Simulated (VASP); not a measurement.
Set up this calculation in VASP 6.6.1, as the native input.

* Task: single point
* Functional: LDA
* Potentials or basis: VASP PAW LDA potentials, release 64 (La, Bi_d)
* Cutoff: 520 eV
* k mesh: 7 × 7 × 7
* Occupations: gaussian, width 0.02 eV
* Spin: no spin polarisation
* Dipole correction: no
* Further INCAR settings: ALGO = Normal; EDIFF = 1e-06; NBANDS = 20

The structure of LaBi lies in POSCAR:

```
LaBi
1.0
    0.0000000000      3.1455671362      3.1455671362
    3.1455671362      0.0000000000      3.1455671362
    3.1455671362      3.1455671362      0.0000000000
La Bi
1 1
Direct
    0.0000000000      0.0000000000      0.0000000000
    0.5000000000      0.5000000000      0.5000000000
```

One way to write it, as run:

INCAR

```
SYSTEM = LaBi
PREC = Accurate
ENCUT = 520
EDIFF = 1E-6
ISMEAR = 0
SIGMA = 0.02
LREAL = .FALSE.
LASPH = .TRUE.
NELM = 100
ALGO = Normal
ISIF = 2
LWAVE = .FALSE.
LCHARG = .FALSE.
NBANDS = 20
```

KPOINTS

```
Automatic mesh
0
G
  7 7 7
  0 0 0
```

Potentials or basis: VASP PAW LDA potentials, release 64 (La, Bi_d).

The run is started by

```console
$ cat potpaw_LDA.64/La/POTCAR potpaw_LDA.64/Bi_d/POTCAR > POTCAR
$ mpirun -np 1 vasp_std > vasp.out
```

Results of the run:

```json
{"Pressure": "7.0 GPa", "Band gap on the k mesh": "zero (band 13 reaches 8.37 eV, above the bottom of band 14 at 7.87 eV)"}
```

Caveat: spin-orbit coupling is left out, which moves the levels of the heavy elements.

Wall time 10 s on 1 thread of Intel(R) Xeon(R) 6975P-C (Granite Rapids), with other jobs on the host, peak memory 0.19 GiB.
